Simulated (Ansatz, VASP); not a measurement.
**Two plane-wave programs on Be2Si**

File POSCAR:

```
Be2Si
1.0
    0.0000000000      2.6413830465      2.6413830465
    2.6413830465      0.0000000000      2.6413830465
    2.6413830465      2.6413830465      0.0000000000
Si Be
1 2
Direct
    0.0000000000      0.0000000000      0.0000000000
    0.2500000000      0.2500000000      0.2500000000
    0.7500000000      0.7500000000      0.7500000000
```

File INCAR.step1:

```
PREC = Accurate
ENCUT = 660
ISMEAR = -1
SIGMA = 0.02
LREAL = False
LASPH = True
NELM = 120
NBANDS = 11
GGA = PE
ALGO = Normal
EDIFF = 1E-5
LWAVE = True
LCHARG = False
GGA_COMPAT = False
```

File INCAR.step2:

```
PREC = Accurate
ENCUT = 660
EDIFF = 1E-6
ISMEAR = -1
SIGMA = 0.02
LREAL = False
LASPH = True
NELM = 120
ALGO = Normal
ISIF = 2
LWAVE = False
LCHARG = False
METAGGA = R2SCAN
LMIXTAU = True
NBANDS = 11
ISTART = 1
GGA_COMPAT = False
```

The input KPOINTS:

```
Automatic mesh
0
Gamma
  6 6 6
```

Input for Ansatz:

```yaml
crystal:
  lattice:
    - [0.0, 2.6413830465, 2.6413830465]
    - [2.6413830465, 0.0, 2.6413830465]
    - [2.6413830465, 2.6413830465, 0.0]
  atoms:
    - { symbol: Si, position: [0.0, 0.0, 0.0] }
    - { symbol: Be, position: [0.25, 0.25, 0.25] }
    - { symbol: Be, position: [0.75, 0.75, 0.75] }
kpoints:
  mp_grid: { grid: [6, 6, 6] }
hamiltonian:
  xc: r2scan
scf:
  occupations: { method: fermi_dirac, width: 0.02 }
  n_extra_bands: 4
output:
  forces: true
  stress: true
  eigenvalues: true
```

Alike in both runs: task single point; functional r2SCAN; k mesh 6 × 6 × 6; occupations fermi-dirac, width 0.02 eV; no spin polarisation.

```csv
,VASP,Ansatz
version,VASP 6.6.1,Ansatz 0.2.0
potentials or method,"VASP PAW PBE potentials, release 64 (Si, Be)",plane waves
plane-wave cutoff (eV),660,500
valence electrons in the cell,8,8
```

```tsv
	VASP	Ansatz	Ansatz less VASP
pressure (GPa)	0.1	0.0	-0.15
```

VASP's potentials were made for PBE, not for r2SCAN.
